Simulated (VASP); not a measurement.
# TiSi2 in VASP: a series of runs

The runs below take TiSi2 through relaxation of shape and atoms at fixed volume, single point, with PBE.

Program: VASP 6.6.1. These are calculated values, not measurements. Logs are shortened: lines on timing, memory, paths and dates and some standing lists are left out, and cuts for length are marked.

### 1 The cell of the first run

The structure is orthorhombic, space group Fddd (No. 70). The conventional cell has a = 4.655 Å, b = 7.984 Å, c = 8.333 Å, α = 90.00°, β = 90.00°, γ = 90.00°. Within 3.3 Å of Ti (site symmetry 222) lie 10 Si at 2.48 to 2.69 Å and 4 Ti at 3.11 Å. Si (site symmetry 2) has 9 Si at 2.46 to 3.11 Å and 5 Ti at 2.48 to 2.69 Å within 3.3 Å.

### 2 Relaxation of shape and atoms at fixed volume, PBE (12.90 Å³/atom)

INCAR

```
SYSTEM = TiSi2
PREC     = Accurate       ! precision mode
ENCUT    = 600            ! plane-wave cutoff, eV
EDIFF    = 1E-7           ! SCF threshold, eV
ISMEAR   = 0              ! smearing method
SIGMA    = 0.1            ! smearing width, eV
LREAL    = .False.        ! projectors in reciprocal space
LASPH    = .True.         ! aspherical terms in the spheres
NELM     = 80             ! most SCF steps
ALGO     = Normal         ! electronic algorithm
ISIF     = 4              ! what is computed and relaxed
LWAVE    = .False.        ! write WAVECAR
LCHARG   = .False.        ! write CHGCAR
GGA      = PE             ! functional
IBRION   = 2              ! ionic algorithm
NSW      = 50             ! ionic steps
EDIFFG   = -0.01          ! ionic threshold
```

KPOINTS

```
regular mesh
0
Gamma
  10 10 10
  0 0 0
```

POSCAR

```
TiSi2
1.0
    0.0000000000      3.9920366573      4.1663234801
    2.3275667202      0.0000000000      4.1663234801
    2.3275667202      3.9920366573      0.0000000000
Ti Si
2 4
Direct
    0.7500000000      0.7500000000      0.7500000000
    0.5000000000      0.5000000000      0.5000000000
    0.0865011973      0.4134988027      0.0865011973
    0.4134988027      0.0865011973      0.4134988027
    0.1634988027      0.8365011973      0.1634988027
    0.8365011973      0.1634988027      0.8365011973
```

Potentials or basis: VASP PAW PBE potentials, release 64 (Ti_sv, Si).

Command:

```console
$ cat potpaw_PBE.64/Ti_sv/POTCAR potpaw_PBE.64/Si/POTCAR > POTCAR
$ mpirun -np 1 vasp_std > vasp.out
```

OUTCAR:

```text
SYSTEM = TiSi2
   PREC = Accurate
   ENCUT = 600
   EDIFF = 1E-7
   ISMEAR = 0
   LREAL = .False.
   LASPH = .True.
   NELM = 80
   ISIF = 4
   GGA = PE
   IBRION = 2
   NSW = 50
   EDIFFG = -0.01

 ion  position               nearest neighbor table
   1  0.750  0.750  0.750-   6 2.48   5 2.48   6 2.48   5 2.48   4 2.67   4 2.67   3 2.67   3 2.67
                             3 2.69   4 2.69
   2  0.500  0.500  0.500-   4 2.48   4 2.48   3 2.48   3 2.48   5 2.67   5 2.67   6 2.67   6 2.67
                             5 2.69   6 2.69
   3  0.087  0.413  0.087-   5 2.46   5 2.46   2 2.48   2 2.48   4 2.61   1 2.67   1 2.67   1 2.69
                             4 2.71   4 2.71   6 3.11   6 3.11   6 3.11   6 3.11
   4  0.413  0.087  0.413-   6 2.46   6 2.46   2 2.48   2 2.48   3 2.61   1 2.67   1 2.67   1 2.69
                             3 2.71   3 2.71   5 3.11   5 3.11   5 3.11   5 3.11
   5  0.163  0.837  0.163-   3 2.46   3 2.46   1 2.48   1 2.48   6 2.61   2 2.67   2 2.67   2 2.69
                             6 2.71   6 2.71   4 3.11   4 3.11   4 3.11   4 3.11
   6  0.837  0.163  0.837-   4 2.46   4 2.46   1 2.48   1 2.48   5 2.61   2 2.67   2 2.67   2 2.69
                             5 2.71   5 2.71   3 3.11   3 3.11   3 3.11   3 3.11

  LATTYP: Found a face centered orthorhombic cell.
 ALAT       =     4.6551334404
 B/A-ratio  =     1.7151115896
 C/A-ratio  =     1.7899909996

  Lattice vectors:

 A1 = (   0.0000000000,   3.9920366573,   4.1663234801)
 A2 = (   2.3275667202,   0.0000000000,   4.1663234801)
 A3 = (   2.3275667202,   3.9920366573,   0.0000000000)

Analysis of symmetry for initial positions (statically):
=====================================================================
 Subroutine PRICEL returns:
 Original cell was already a primitive cell.

 Routine SETGRP: Setting up the symmetry group for a
 face centered orthorhombic supercell.

 Subroutine GETGRP returns: Found  8 space group operations
 (whereof  4 operations were pure point group operations)
 out of a pool of  8 trial point group operations.

The static configuration has the point symmetry D_2 .
 The point group associated with its full space group is D_2h.

Analysis of symmetry for dynamics (positions and initial velocities):
=====================================================================
 Subroutine PRICEL returns:
 Original cell was already a primitive cell.

 Routine SETGRP: Setting up the symmetry group for a
 face centered orthorhombic supercell.

 Subroutine GETGRP returns: Found  8 space group operations
 (whereof  4 operations were pure point group operations)
 out of a pool of  8 trial point group operations.

The dynamic configuration has the point symmetry D_2 .
 The point group associated with its full space group is D_2h.

 Subroutine INISYM returns: Found  8 space group operations
 (whereof  4 operations are pure point group operations),
 and found     1 'primitive' translations

----------------------------------------------------------------------------------------

                                     Primitive cell

  volume of cell :      77.4247

  direct lattice vectors                    reciprocal lattice vectors
     0.000000000  3.992036657  4.166323480    -0.214816613  0.125249351  0.120009885
     2.327566720  0.000000000  4.166323480     0.214816613 -0.125249351  0.120009885
     2.327566720  3.992036657  0.000000000     0.214816613  0.125249351 -0.120009885

  length of vectors
     5.770148006  4.772401720  4.621030568     0.276108583  0.276108583  0.276108583

  position of ions in fractional coordinates (direct lattice)
     0.750000000  0.750000000  0.750000000
     0.500000000  0.500000000  0.500000000
     0.086501197  0.413498803  0.086501197
     0.413498803  0.086501197  0.413498803
     0.163498803  0.836501197  0.163498803
     0.836501197  0.163498803  0.836501197

  ion indices of the primitive-cell ions
   primitive index   ion index
                 1           1
                 2           2
                 3           3
                 4           4
                 5           5
                 6           6

----------------------------------------------------------------------------------------

 KPOINTS: regular mesh

Automatic generation of k-mesh.
 Grid dimensions read from file:
 generate k-points for:   10   10   10

 Generating k-lattice:

  Cartesian coordinates                     Fractional coordinates (reciprocal lattice)
    -0.021481661  0.012524935  0.012000988     0.100000000 -0.000000000  0.000000000
     0.021481661 -0.012524935  0.012000988    -0.000000000  0.100000000  0.000000000
     0.021481661  0.012524935 -0.012000988     0.000000000  0.000000000  0.100000000

  Length of vectors
     0.027610858  0.027610858  0.027610858

  Shift w.r.t. Gamma in fractional coordinates (k-lattice)
     0.000000000  0.000000000  0.000000000

 Subroutine IBZKPT returns following result:
[... 23 lines left out ...]
   NGXF,Y,Z  is equivalent  to a cutoff of  27.66, 27.87, 28.78 a.u.
 SYSTEM =  TiSi2
   PREC   = accura    normal or accurate (medium, high low for compatibility)
   ISTART =      0    job   : 0-new  1-cont  2-samecut
   ICHARG =      2    charge: 1-file 2-atom 10-const
   ISPIN  =      1    spin polarized calculation?
   LNONCOLLINEAR =      F non collinear calculations
   LSORBIT =      F    spin-orbit coupling
   LASPH  =      T    aspherical Exc in radial PAW
   ENCUT  =  600.0 eV  44.10 Ry    6.64 a.u.  11.52  9.53  9.23*2*pi/ulx,y,z
   NELM   =     80;   NELMIN=  2; NELMDL= -5     # of ELM steps
   EDIFF  = 0.1E-06   stopping-criterion for ELM
   LREAL  =      F    real-space projection
   EDIFFG = -.1E-01   stopping-criterion for IOM
   NSW    =     50    number of steps for IOM
   IBRION =      2    ionic relax: 0-MD 1-quasi-New 2-CG
   NFREE  =      1    steps in history (QN), initial steepest desc. (CG)
   ISIF   =      4    stress and relaxation
   ISYM   =      2    0-nonsym 1-usesym 2-fastsym
   POTIM  = 0.5000    time-step for ionic-motion
   TEBEG  =    0.0;   TEEND  =   0.0 temperature during run
   PSTRESS=    0.0 pullay stress
   NELECT =      40.0000    total number of electrons
   NUPDOWN=      -1.0000    fix difference up-down
   EMIN   =  10.00;   EMAX   =-10.00  energy-range for DOS
   EFERMI =   0.00;   METHOD = LEGACY
   ISMEAR =     0;   SIGMA  =   0.10  broadening in eV -4-tet -1-fermi 0-gaus
   EFERMI_NEDOS =   21; number of points for ismear=-14 and -15
   IALGO  =     38    algorithm
   IMIX   =      4    mixing-type and parameters
     AMIX     =   0.40;   BMIX     =  1.00
     AMIX_MAG =   1.60;   BMIX_MAG =  1.00
  volume/ion in A,a.u.               =      12.90        87.08
  Fermi-wavevector in a.u.,A,eV,Ry     =   1.313616  2.482373 23.478020  1.725586
  Thomas-Fermi vector in A             =   2.443926
   LORBIT       =      0    0 simple, 1 ext, 2 COOP (PROOUT), +10 PAW based schemes
   GGA     = PE    functional components
   LHFCALC =     F    Hartree Fock is set to
   AEXX    =    0.0000 exact exchange contribution
   IVDW    =     0    specifies the selected vdW correction
   LEPSILON=     F    determine dielectric tensor
   LRPA    =     F    only Hartree local field effects (RPA)
 conjugate gradient relaxation of ions
 non-spin polarized calculation
 Gauss-broadening in eV      SIGMA  =   0.10
  energy-cutoff  :      600.00
  volume of cell :       77.42
 maximum number of plane-waves:      2609
 NGX is ok and might be reduce to    48
   NGX = 23   NGY = 19   NGZ = 19

--------------------------------------- Ionic step        1  -------------------------------------------

 number of electron      40.0000002 magnetization

 Free energy of the ion-electron system (eV)
  ---------------------------------------------------
  ext. energy  EPLUGINS =         0.00000000
  ---------------------------------------------------
  free energy    TOTEN  =       -40.35509427 eV

  energy without entropy =      -40.34475342  energy(sigma->0) =      -40.34992385

------------------------ aborting loop because EDIFF is reached ----------------------------------------

  FORCE on cell =-STRESS in cart. coord.  units (eV):
  Direction    XX          YY          ZZ          XY          YZ          ZX
  --------------------------------------------------------------------------------------
  -------------------------------------------------------------------------------------
  Total        7.7799273      7.4123009      8.2806302      0.0000000      0.0000000      0.0000000
  in kB      160.9928097    153.3853845    171.3540340      0.0000000      0.0000000      0.0000000
  external PRESSURE =     161.9107428 kB  Pullay stress =       0.0000000 kB
[... 65 lines left out ...]
  energy  without entropy=      -40.3449437196  energy(sigma->0) =      -40.35022584

--------------------------------------- Ionic step        3  -------------------------------------------

 number of electron      40.0000002 magnetization

 Free energy of the ion-electron system (eV)
  ---------------------------------------------------
  ext. energy  EPLUGINS =         0.00000000
  ---------------------------------------------------
  free energy    TOTEN  =       -40.35599483 eV

  energy without entropy =      -40.34552165  energy(sigma->0) =      -40.35075824

 E-fermi :  11.1895     XC(G=0): -12.0996

 val. band max:       11.1652013750   @ k =  -0.2000   0.3000   0.2000
 cond. band min:      11.1983879016   @ k =   0.4000   0.0000   0.3000
 fundamental gap:      0.0331865266
 Fermi energy:        11.1895339636

 k-point     1 :       0.0000    0.0000    0.0000
  band No.  band energies     occupation
      1     -44.8063      2.00000
      2     -44.7649      2.00000
      3     -21.2560      2.00000
      4     -21.2120      2.00000
      5     -21.1279      2.00000
      6     -21.1089      2.00000
[... 637 lines left out ...]
     23      14.1611      0.00000
     24      14.5296      0.00000

 [... further k-points ...]

------------------------ aborting loop because EDIFF is reached ----------------------------------------

  FORCE on cell =-STRESS in cart. coord.  units (eV):
  Direction    XX          YY          ZZ          XY          YZ          ZX
  --------------------------------------------------------------------------------------
  -------------------------------------------------------------------------------------
  Total        7.7606363      7.7751595      7.7713251      0.0000000      0.0000000      0.0000000
  in kB      160.5936150    160.8941469    160.8148006      0.0000000      0.0000000      0.0000000
  external PRESSURE =     160.7675208 kB  Pullay stress =       0.0000000 kB
[... 21 lines left out ...]
  FREE ENERGIE OF THE ION-ELECTRON SYSTEM (eV)
  ---------------------------------------------------
  free  energy   TOTEN  =       -40.3559948302 eV

  energy  without entropy=      -40.3455216474  energy(sigma->0) =      -40.35075824

 reached required accuracy - stopping structural energy minimisation
```

Wall time 25 min (1 thread of Intel Xeon 8259CL, shared host); peak memory 0.52 GiB.

Results:

- Free energy: -40.3560 eV
- Energy gained by relaxing: 0.2 meV/atom
- Ionic steps: 3
- Pressure after relaxing: 16.1 GPa
- Largest force after relaxing: 0.010 eV/Å
- Band gap on the k mesh: zero (bands 20 and 21 overlap by 2.02 eV)

Forces on the atoms (eV/Å):
```
Ti   0.000  0.000  0.000
Ti   0.000  0.000  0.000
Si   0.000 -0.010  0.000
Si   0.000  0.010  0.000
Si   0.000  0.010  0.000
Si   0.000 -0.010  0.000
```

The path:
| step | energy change (eV) | largest force (eV/Å) | pressure (GPa) | volume (Å³) |
| --- | --- | --- | --- | --- |
| 1 | 0.0000 | 0.0183 | 16.19 | 77.42 |
| 2 | -0.0004 | 0.0035 | 16.00 | 77.42 |
| 3 | -0.0009 | 0.0099 | 16.08 | 77.42 |

Final structure:
```xyz
6
Lattice="0.0000 3.9844 4.1751 2.3271 0.0000 4.1751 2.3271 3.9844 0.0000" Properties=species:S:1:pos:R:3 pbc="T T T"
Ti    3.4906    5.9766    6.2627
Ti    2.3271    3.9844    4.1751
Si    1.1635    0.6888    2.0876
Si    1.1635    3.2956    2.0876
Si    2.3271    1.3034    4.1751
Si    2.3271    6.6655    4.1751
```

Levels at points of the mesh, in eV from the Fermi level:
| k point | band 17 | band 18 | band 19 | band 20 | band 21 | band 22 | band 23 | band 24 |
| --- | --- | --- | --- | --- | --- | --- | --- | --- |
| (0.00, 0.00, 0.00) | -2.46 | -2.03 | -1.78 | -1.38 | -1.01 | 2.26 | 3.44 | 3.66 |
| (0.50, 0.00, 0.00) | -2.10 | -1.14 | -0.07 | 0.15 | 1.13 | 1.51 | 1.85 | 2.48 |
| (0.50, 0.50, 0.00) | -1.56 | -1.56 | -1.08 | -1.08 | 0.75 | 0.75 | 3.55 | 3.55 |
| (0.50, 0.00, 0.50) | -2.45 | -2.45 | -0.90 | -0.90 | 1.42 | 1.42 | 3.71 | 3.71 |
| (0.00, 0.50, 0.50) | -1.20 | -1.20 | -0.65 | -0.65 | 0.89 | 0.89 | 2.56 | 2.56 |

### 3 Single point, PBE (strain along c alone, the other axes held: -2.0 %, then relaxed in part)

INCAR

```
PREC     = Accurate       # precision mode
ENCUT    = 520            # plane-wave cutoff, eV
EDIFF    = 1E-7           # SCF threshold, eV
ISMEAR   = 0              # smearing method
SIGMA    = 0.1            # smearing width, eV
LREAL    = F              # projectors in reciprocal space
LASPH    = T              # aspherical terms in the spheres
NELM     = 100            # most SCF steps
ALGO     = Normal         # electronic algorithm
ISIF     = 2              # what is computed and relaxed
LWAVE    = F              # write WAVECAR
LCHARG   = T              # write CHGCAR
GGA      = PE             # functional
LELF     = T              # ELF
LVHAR    = T            
NBANDS   = 29             # bands
```

KPOINTS

```
Automatic mesh
0
Gamma
  10 10 10
```

POSCAR

```
TiSi2
1.0
   -0.0359340307      4.0733667209      4.2795976060
    2.3917255635     -0.0208892178      4.2795976060
    2.3557915328      4.0524775031      0.0000000000
Ti Si
2 4
Direct
    0.7491218632      0.7491218632      0.7508781368
    0.5008781368      0.5008781368      0.4991218632
    0.0873081768      0.4128388918      0.0863607501
    0.4128388918      0.0873081768      0.4134921814
    0.1626918232      0.8371611082      0.1636392499
    0.8371611082      0.1626918232      0.8365078186
```

Potentials or basis: VASP PAW PBE potentials, release 64 (Ti_sv, Si).

Command:

```console
$ cat potpaw_PBE.64/Ti_sv/POTCAR potpaw_PBE.64/Si/POTCAR > POTCAR
$ mpirun -np 1 vasp_std > vasp.out
```

It took 9.9 min on 1 thread of AMD EPYC 9R45 (Zen 5), shared host; peak memory 0.61 GiB.

Results (log left out):

- Free energy: -40.6774 eV
- Pressure: 2.7 GPa
- Largest force: 0.008 eV/Å
- Band gap on the k mesh: zero (bands 20 and 21 overlap by 1.87 eV)

Forces in eV/Å, atoms in the order of the input:
```
Ti   0.000  0.000  0.003
Ti   0.000  0.000 -0.003
Si  -0.005  0.002 -0.007
Si   0.005 -0.002 -0.007
Si   0.005 -0.002  0.007
Si  -0.005  0.002  0.007
```

Stress tensor (GPa, compression positive):
```
2.16 2.09 0.00
2.09 5.10 0.00
0.00 0.00 0.74
```

Levels at points of the mesh, in eV from the Fermi level:
| k point | band 18 | band 19 | band 20 | band 21 | band 22 | band 23 |
| --- | --- | --- | --- | --- | --- | --- |
| (0.00, 0.00, 0.00) | -2.05 | -1.78 | -1.32 | -0.90 | 2.05 | 3.10 |
| (0.50, 0.00, 0.00) | -1.12 | -0.04 | 0.12 | 1.00 | 1.36 | 1.68 |
| (0.50, 0.50, 0.00) | -1.46 | -1.02 | -0.96 | 0.68 | 0.69 | 3.21 |
| (0.00, 0.00, 0.50) | -0.98 | -0.04 | 0.15 | 1.06 | 1.34 | 1.66 |
| (0.50, 0.00, 0.50) | -2.37 | -0.82 | -0.82 | 1.32 | 1.32 | 3.26 |
| (0.00, 0.50, 0.50) | -1.19 | -0.58 | -0.58 | 0.82 | 0.82 | 2.30 |

Caveat: the cell differs from its parent crystal (strain along c alone, the other axes held: -2.0 %, then relaxed in part).

### 4 Single point, PBE (strain along c alone, the other axes held: -1.0 %, then relaxed in part)

INCAR

```
  PREC = Accurate
  ENCUT = 520
  EDIFF = 1E-6
  ISMEAR = 0
  SIGMA = 0.1
  LREAL = False
  LASPH = True
  NELM = 60
  ALGO = Normal
  ISIF = 2
  LWAVE = False
  LCHARG = True
  GGA = PE
  LELF = True
  LVHAR = True
  NBANDS = 29
```

KPOINTS

```
regular mesh
0
Gamma
  10 10 10
```

POSCAR

```
TiSi2
1.0
   -0.0179670154      4.1042739232      4.2795976060
    2.3977972372     -0.0104446089      4.2795976060
    2.3798302219      4.0938293143      0.0000000000
Ti Si
2 4
Direct
    0.7495108235      0.7495108235      0.7504891765
    0.5004891765      0.5004891765      0.4995108235
    0.0870989917      0.4130244836      0.0865569260
    0.4130244836      0.0870989917      0.4133195986
    0.1629010083      0.8369755164      0.1634430740
    0.8369755164      0.1629010083      0.8366804014
```

Command:

```console
$ cat potpaw_PBE.64/Ti_sv/POTCAR potpaw_PBE.64/Si/POTCAR > POTCAR
$ mpirun -np 1 vasp_std > vasp.out
```

Wall time 8.9 min (1 thread of AMD EPYC 9R45 (Zen 5), shared host); peak memory 0.61 GiB.

The run converged. Its results:

```yaml
Free_energy: -40.7018 eV
Pressure: 1.3 GPa
Largest_force: 0.006 eV/Å
Band_gap_on_the_k_mesh: zero (bands 20 and 21 overlap by 1.85 eV)
```

Forces on the atoms (eV/Å):
```
Ti   0.000  0.000  0.005
Ti   0.000  0.000 -0.005
Si  -0.003  0.001 -0.005
Si   0.003 -0.001 -0.005
Si   0.003 -0.001  0.005
Si  -0.003  0.001  0.005
```

Stress tensor (GPa, compression positive):
```
1.04 1.01 0.00
1.01 2.48 0.00
0.00 0.00 0.36
```

Levels at points of the mesh, in eV from the Fermi level:
| k point | band 16 | band 17 | band 18 | band 19 | band 20 | band 21 | band 22 | band 23 | band 24 | band 25 |
| --- | --- | --- | --- | --- | --- | --- | --- | --- | --- | --- |
| (0.00, 0.00, 0.00) | -2.55 | -2.28 | -2.05 | -1.78 | -1.34 | -0.90 | 2.04 | 3.08 | 3.31 | 3.38 |
| (0.50, 0.00, 0.00) | -2.46 | -1.94 | -1.08 | -0.03 | 0.13 | 0.99 | 1.36 | 1.68 | 2.20 | 2.60 |
| (0.50, 0.50, 0.00) | -2.94 | -1.58 | -1.51 | -0.99 | -0.96 | 0.72 | 0.73 | 3.19 | 3.25 | 3.39 |
| (0.00, 0.00, 0.50) | -2.50 | -1.94 | -1.01 | -0.03 | 0.15 | 1.02 | 1.35 | 1.66 | 2.26 | 2.61 |
| (0.50, 0.00, 0.50) | -2.40 | -2.36 | -2.36 | -0.84 | -0.84 | 1.29 | 1.29 | 3.24 | 3.24 | 3.37 |
| (0.00, 0.50, 0.50) | -1.26 | -1.16 | -1.16 | -0.62 | -0.62 | 0.84 | 0.84 | 2.28 | 2.28 | 3.08 |

Caveat: the cell differs from its parent crystal (strain along c alone, the other axes held: -1.0 %, then relaxed in part).

### 5 Summary

```csv
task,cell,cutoff (eV),gap on the mesh (eV),pressure (GPa),largest force (eV/Å)
relaxation of shape and atoms at fixed volume,"relaxed from a = 5.770, b = 4.772, c = 4.621 Å, angles 75.8, 53.3, 50.9°, 6 atoms, atomic positions A",600,none,16.1,0.01
single point,"a = 5.908, b = 4.903, c = 4.687 Å, angles 76.0, 53.6, 51.2°, 6 atoms, atomic positions B",520,none,2.7,0.01
single point,"a = 5.930, b = 4.906, c = 4.735 Å, angles 75.9, 53.4, 51.2°, 6 atoms, atomic positions A",520,none,1.3,0.01
```

Alike in all rows: level PBE; potentials or basis VASP PAW PBE potentials, release 64 (Ti_sv, Si); no spin polarisation; k mesh 10 × 10 × 10; smearing gaussian 0.1 eV.

Total energies depend on the potentials used, so only differences within one code and one set of settings carry meaning.
